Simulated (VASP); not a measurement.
# Ga (Cmcm) in VASP: notebook, part 2 of 2

VASP 6.6.1. Earlier steps stand in the parts before.

## 3. Single point, LDA

This run uses another cell than the first one, of 21.92 Å³/atom.

INCAR reads:

```
PREC = Accurate ; ENCUT = 520
EDIFF = 1E-7 ; ISMEAR = -1
SIGMA = 0.05 ; LREAL = F
LASPH = T ; NELM = 80
ALGO = Normal ; ISIF = 2
LWAVE = F ; LCHARG = T
LELF = T ; LVHAR = T
NBANDS = 34
```

KPOINTS reads:

```
Automatic mesh
0
Gamma
  6 6 5
```

POSCAR reads:

```
Ga
1.0
    3.9401688127     -2.4017338850      0.0000000000
    3.9401688127      2.4017338850      0.0000000000
    0.0000000000      0.0000000000      4.6331353573
Ga
4
Direct
    0.9903150000      0.3344500000      0.2500000000
    0.3344500000      0.9903150000      0.7500000000
    0.0096850000      0.6655500000      0.7500000000
    0.6655500000      0.0096850000      0.2500000000
```

Potentials or basis: VASP PAW LDA potentials, release 64 (Ga_d).

Run with:

```bash
> cat potpaw_LDA.64/Ga_d/POTCAR > POTCAR
> mpirun -np 1 vasp_std > vasp.out
```

OUTCAR:

```text
PREC = Accurate
   ENCUT = 520
   EDIFF = 1E-7
   ISMEAR = -1
   LREAL = F
   LASPH = T
   NELM = 80
   ISIF = 2

 ion  position               nearest neighbor table
   1  0.990  0.334  0.250-   4 2.56   4 2.77   4 2.77   3 2.80   3 2.80   2 2.85   2 2.85
   2  0.334  0.990  0.750-   3 2.56   3 2.77   3 2.77   4 2.80   4 2.80   1 2.85   1 2.85
   3  0.010  0.666  0.750-   2 2.56   2 2.77   2 2.77   1 2.80   1 2.80   4 2.85   4 2.85
   4  0.666  0.010  0.250-   1 2.56   1 2.77   1 2.77   2 2.80   2 2.80   3 2.85   3 2.85

  LATTYP: Found a base centered orthorhombic cell.
 ALAT       =     4.8034677700
 B/A-ratio  =     1.6405517852
 C/A-ratio  =     0.9645396991

  Lattice vectors:

 A1 = (  -3.9401688127,  -2.4017338850,   0.0000000000)
 A2 = (   3.9401688127,  -2.4017338850,   0.0000000000)
 A3 = (   0.0000000000,   0.0000000000,   4.6331353573)

Analysis of symmetry for initial positions (statically):
=====================================================================
 Subroutine PRICEL returns:
 Original cell was already a primitive cell.

 Routine SETGRP: Setting up the symmetry group for a
 base centered orthorhombic supercell.

 Subroutine GETGRP returns: Found  8 space group operations
 (whereof  4 operations were pure point group operations)
 out of a pool of  8 trial point group operations.

The static configuration has the point symmetry C_2h.
 The point group associated with its full space group is D_2h.

Analysis of symmetry for dynamics (positions and initial velocities):
=====================================================================
 Subroutine PRICEL returns:
 Original cell was already a primitive cell.

 Routine SETGRP: Setting up the symmetry group for a
 base centered orthorhombic supercell.

 Subroutine GETGRP returns: Found  8 space group operations
 (whereof  4 operations were pure point group operations)
 out of a pool of  8 trial point group operations.

The dynamic configuration has the point symmetry C_2h.
 The point group associated with its full space group is D_2h.

 Subroutine INISYM returns: Found  8 space group operations
 (whereof  4 operations are pure point group operations),
 and found     1 'primitive' translations

----------------------------------------------------------------------------------------

                                     Primitive cell

  volume of cell :      87.6889

  direct lattice vectors                    reciprocal lattice vectors
     3.940168813 -2.401733885  0.000000000     0.126898116 -0.208182931  0.000000000
     3.940168813  2.401733885  0.000000000     0.126898116  0.208182931  0.000000000
     0.000000000  0.000000000  4.633135357     0.000000000  0.000000000  0.215836561

  length of vectors
     4.614461607  4.614461607  4.633135357     0.243809895  0.243809895  0.215836561

  position of ions in fractional coordinates (direct lattice)
     0.990315000  0.334450000  0.250000000
     0.334450000  0.990315000  0.750000000
     0.009685000  0.665550000  0.750000000
     0.665550000  0.009685000  0.250000000

  ion indices of the primitive-cell ions
   primitive index   ion index
                 1           1
                 2           2
                 3           3
                 4           4

----------------------------------------------------------------------------------------

 KPOINTS: Automatic mesh

Automatic generation of k-mesh.
 Grid dimensions read from file:
 generate k-points for:    6    6    5

 Generating k-lattice:

  Cartesian coordinates                     Fractional coordinates (reciprocal lattice)
     0.021149686 -0.034697155  0.000000000     0.166666667 -0.000000000  0.000000000
     0.021149686  0.034697155  0.000000000    -0.000000000  0.166666667  0.000000000
     0.000000000  0.000000000  0.043167312     0.000000000  0.000000000  0.200000000

  Length of vectors
     0.040634982  0.040634982  0.043167312

  Shift w.r.t. Gamma in fractional coordinates (k-lattice)
     0.000000000  0.000000000  0.000000000

 Subroutine IBZKPT returns following result:
 ===========================================

 Found     39 irreducible k-points:

 Following reciprocal coordinates:
            Coordinates               Weight
  0.000000  0.000000  0.000000      1.000000
  0.166667  0.000000  0.000000      4.000000
  0.333333  0.000000  0.000000      4.000000
  0.500000  0.000000  0.000000      2.000000
  0.166667  0.166667  0.000000      2.000000
  0.333333  0.166667  0.000000      4.000000
[... 16 lines left out ...]
  0.333333  0.333333  0.200000      4.000000
  0.500000  0.333333  0.200000      8.000000
 [... further k-points ...]
   k-points           NKPTS =     39   k-points in BZ     NKDIM =     39   number of bands    NBANDS=     34
   number of dos      NEDOS =    301   number of ions     NIONS =      4
   total plane-waves  NPLWV =  46656
   dimension x,y,z NGX =    36 NGY =   36 NGZ =   36
   dimension x,y,z NGXF=    72 NGYF=   72 NGZF=   72
   ions per type =               4
   NGX,Y,Z   is equivalent  to a cutoff of  12.97, 12.97, 12.92 a.u.
   NGXF,Y,Z  is equivalent  to a cutoff of  25.94, 25.94, 25.84 a.u.
 SYSTEM =  unknown system
   PREC   = accura    normal or accurate (medium, high low for compatibility)
   ISTART =      0    job   : 0-new  1-cont  2-samecut
   ICHARG =      2    charge: 1-file 2-atom 10-const
   ISPIN  =      1    spin polarized calculation?
   LNONCOLLINEAR =      F non collinear calculations
   LSORBIT =      F    spin-orbit coupling
   LASPH  =      T    aspherical Exc in radial PAW
   ENCUT  =  520.0 eV  38.22 Ry    6.18 a.u.   8.58  8.58  8.61*2*pi/ulx,y,z
   NELM   =     80;   NELMIN=  2; NELMDL= -5     # of ELM steps
   EDIFF  = 0.1E-06   stopping-criterion for ELM
   LREAL  =      F    real-space projection
   EDIFFG = 0.1E-05   stopping-criterion for IOM
   NSW    =      0    number of steps for IOM
   IBRION =     -1    ionic relax: 0-MD 1-quasi-New 2-CG
   NFREE  =      0    steps in history (QN), initial steepest desc. (CG)
   ISIF   =      2    stress and relaxation
   ISYM   =      2    0-nonsym 1-usesym 2-fastsym
   POTIM  = 0.5000    time-step for ionic-motion
   TEBEG  =    0.0;   TEEND  =   0.0 temperature during run
   PSTRESS=    0.0 pullay stress
   NELECT =      52.0000    total number of electrons
   NUPDOWN=      -1.0000    fix difference up-down
   EMIN   =  10.00;   EMAX   =-10.00  energy-range for DOS
   EFERMI =   0.00;   METHOD = LEGACY
   ISMEAR =    -1;   SIGMA  =   0.05  broadening in eV -4-tet -1-fermi 0-gaus
   EFERMI_NEDOS =   21; number of points for ismear=-14 and -15
   IALGO  =     38    algorithm
   IMIX   =      4    mixing-type and parameters
     AMIX     =   0.40;   BMIX     =  1.00
     AMIX_MAG =   1.60;   BMIX_MAG =  1.00
  volume/ion in A,a.u.               =      21.92       147.94
  Fermi-wavevector in a.u.,A,eV,Ry     =   1.375396  2.599121 25.738328  1.891714
  Thomas-Fermi vector in A             =   2.500735
   LORBIT       =      0    0 simple, 1 ext, 2 COOP (PROOUT), +10 PAW based schemes
   GGA     = CA    functional components
   LHFCALC =     F    Hartree Fock is set to
   AEXX    =    0.0000 exact exchange contribution
   IVDW    =     0    specifies the selected vdW correction
   LEPSILON=     F    determine dielectric tensor
   LRPA    =     F    only Hartree local field effects (RPA)
 non-spin polarized calculation
  energy-cutoff  :      520.00
  volume of cell :       87.69
 maximum number of plane-waves:      2383
 NGX is ok and might be reduce to    36
   NGX = 17   NGY = 17   NGZ = 17

 number of electron      52.0000024 magnetization

 Free energy of the ion-electron system (eV)
  ---------------------------------------------------
  ext. energy  EPLUGINS =         0.00000000
  ---------------------------------------------------
  free energy    TOTEN  =       -14.13745323 eV

  energy without entropy =      -14.12825394  energy(sigma->0) =      -14.13285358

 E-fermi :   3.8844     XC(G=0): -10.3663

 val. band max:        3.8759098222   @ k =   0.5000   0.0000   0.0000
 cond. band min:       3.9487416849   @ k =   0.1667   0.0000   0.2000
 fundamental gap:      0.0728318627
 Fermi energy:         3.8843571896

 k-point     1 :       0.0000    0.0000    0.0000
  band No.  band energies     occupation
      1     -11.2924      2.00000
      2     -11.2723      2.00000
      3     -11.2460      2.00000
      4     -11.2259      2.00000
      5     -11.1754      2.00000
      6     -11.1540      2.00000
[... 26 lines left out ...]
     33       9.4565      0.00000
     34       9.8505      0.00000
[... 820 lines left out ...]
      4     -11.2263      2.00000
      5     -11.2110      2.00000
      6     -11.2021      2.00000
[... 26 lines left out ...]
     33      11.2733      0.00000
     34      11.7537      0.00000

 [... further k-points ...]
[... 5 lines left out ...]
  --------------------------------------------------------------------------------------
  -------------------------------------------------------------------------------------
  Total       -3.3124844     -3.2753163     -3.0307916      0.0000000      0.0000000      0.0000000
  in kB      -60.5228999    -59.8437958    -55.3760489      0.0000000      0.0000000      0.0000000
  external PRESSURE =     -58.5809149 kB  Pullay stress =       0.0000000 kB

 VOLUME and BASIS-vectors are now :
 -----------------------------------------------------------------------------
  energy-cutoff  :      520.00
  volume of cell :       87.69
      direct lattice vectors                 reciprocal lattice vectors
     3.940168813 -2.401733885  0.000000000     0.126898116 -0.208182931  0.000000000
     3.940168813  2.401733885  0.000000000     0.126898116  0.208182931  0.000000000
     0.000000000  0.000000000  4.633135357     0.000000000  0.000000000  0.215836561

 POSITION                                       TOTAL-FORCE (eV/Angst)
 -----------------------------------------------------------------------------------
      5.21980     -1.57521      1.15828         0.012558     -0.060475      0.000000
      5.21980      1.57521      3.47485         0.012558      0.060475      0.000000
      2.66054      1.57521      3.47485        -0.012558      0.060475      0.000000
      2.66054     -1.57521      1.15828        -0.012558     -0.060475     -0.000000
 -----------------------------------------------------------------------------------
    total drift:                                0.000000      0.000000      0.000000

  FREE ENERGIE OF THE ION-ELECTRON SYSTEM (eV)
  ---------------------------------------------------
  free  energy   TOTEN  =       -14.1374532266 eV

  energy  without entropy=      -14.1282539359  energy(sigma->0) =      -14.13285358
```

OSZICAR:

```text
N       E                     dE             d eps       ncg     rms          rms(c)
DAV:   1     0.358999630949E+03    0.35900E+03   -0.25905E+04  2708   0.277E+03
DAV:   2     0.308205239158E+02   -0.32818E+03   -0.32064E+03  2764   0.529E+02
DAV:   3    -0.128603482100E+02   -0.43681E+02   -0.43212E+02  3062   0.151E+02
DAV:   4    -0.142734852213E+02   -0.14131E+01   -0.14068E+01  3050   0.302E+01
DAV:   5    -0.143038422146E+02   -0.30357E-01   -0.30348E-01  3298   0.457E+00    0.230E+00
DAV:   6    -0.141767604817E+02    0.12708E+00   -0.20135E-01  3400   0.566E+00    0.124E+00
DAV:   7    -0.141393816856E+02    0.37379E-01   -0.72543E-02  3494   0.230E+00    0.264E-01
DAV:   8    -0.141374211651E+02    0.19605E-02   -0.16353E-02  2808   0.134E+00    0.571E-02
DAV:   9    -0.141374486664E+02   -0.27501E-04   -0.81051E-04  3296   0.265E-01    0.258E-02
DAV:  10    -0.141374567661E+02   -0.80998E-05   -0.22537E-04  3118   0.167E-01    0.103E-02
DAV:  11    -0.141374530065E+02    0.37596E-05   -0.50315E-05  3136   0.834E-02    0.245E-03
DAV:  12    -0.141374532201E+02   -0.21356E-06   -0.57175E-06  3298   0.238E-02    0.762E-04
DAV:  13    -0.141374532266E+02   -0.64756E-08   -0.67153E-07  3064   0.773E-03
   1 F= -.14137453E+02 E0= -.14132854E+02  d E =-.919929E-02
```

stdout:

```text
POSCAR found type information on POSCAR Ga
 POSCAR found :  1 types and       4 ions
 scaLAPACK will be used
 LDA part: xc-table for (Slater(with rela. corr.)+CA(PZ))
 , standard interpolation
 POSCAR, INCAR and KPOINTS ok, starting setup
 FFT: planning ... GRIDC
 FFT: planning ... GRID_SOFT
 FFT: planning ... GRID
 WAVECAR not read
 entering main loop
```

Wall time 91 s (1 thread of Intel Xeon Platinum 8259CL at 2.50GHz (Skylake/Cascade Lake), shared host); peak memory 0.21 GiB.

What came out:

```yaml
Free_energy: -14.1375 eV
Pressure: -5.9 GPa
Largest_force: 0.062 eV/Å
Band_gap_on_the_k_mesh: zero (bands 26 and 27 overlap by 0.28 eV)
```

Forces on the atoms (eV/Å):
```
Ga   0.013 -0.060  0.000
Ga   0.013  0.060  0.000
Ga  -0.013  0.060  0.000
Ga  -0.013 -0.060  0.000
```

Stress tensor (GPa, compression positive):
```
-6.05  0.00  0.00
 0.00 -5.98  0.00
 0.00  0.00 -5.54
```

Caveat: the cell stands under tension.
